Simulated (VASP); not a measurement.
A run of VASP 6.6.1 is set up as follows.

The input INCAR:

```
SYSTEM = CuO
PREC = Accurate ; ENCUT = 520
EDIFF = 1E-6 ; ISMEAR = 0
SIGMA = 0.1 ; LREAL = .FALSE.
LASPH = .TRUE. ; NELM = 60
ALGO = Normal ; ISIF = 2
LWAVE = .FALSE. ; LCHARG = .TRUE.
GGA = PS ; LELF = .TRUE.
LVHAR = .TRUE. ; NBANDS = 44
```

Contents of KPOINTS:

```
Automatic mesh
0
G
  10 10 8
  0 0 0
```

Contents of POSCAR:

```
CuO
1.0
    4.1054915015      0.0000000000      0.0000000000
    0.0000000000      4.1212199291      0.0000000000
    0.0000000000      0.0000000000      4.9904195295
Cu O
4 4
Direct
    0.2500000000      0.2500000000      0.5000000000
    0.2500000000      0.7500000000      0.0000000000
    0.7500000000      0.7500000000      0.5000000000
    0.7500000000      0.2500000000      0.0000000000
    0.5000000000      0.0000000000      0.7500000000
    0.5000000000      0.0000000000      0.2500000000
    0.0000000000      0.5000000000      0.7500000000
    0.0000000000      0.5000000000      0.2500000000
```

Potentials or basis: VASP PAW PBE potentials, release 64 (Cu, O).

The run is started by

```sh
$ cat potpaw_PBE.64/Cu/POTCAR potpaw_PBE.64/O/POTCAR > POTCAR
$ mpirun -np 1 vasp_std > vasp.out
```

(1) What does it give for the pressure?

(2) Predict the band gap on the k mesh.

Answers

(1) 3.7 GPa.

(2) zero (band 34 reaches 6.12 eV, above the bottom of band 35 at 4.89 eV).

Caveat: the cell differs from its parent crystal (uniaxial strain along c: -2.0 %); the PAW data sets were made with another functional, which shifts forces and pressure a little; semilocal functionals often make such compounds metallic where correlation or magnetic order opens a gap, which also shifts bond lengths.
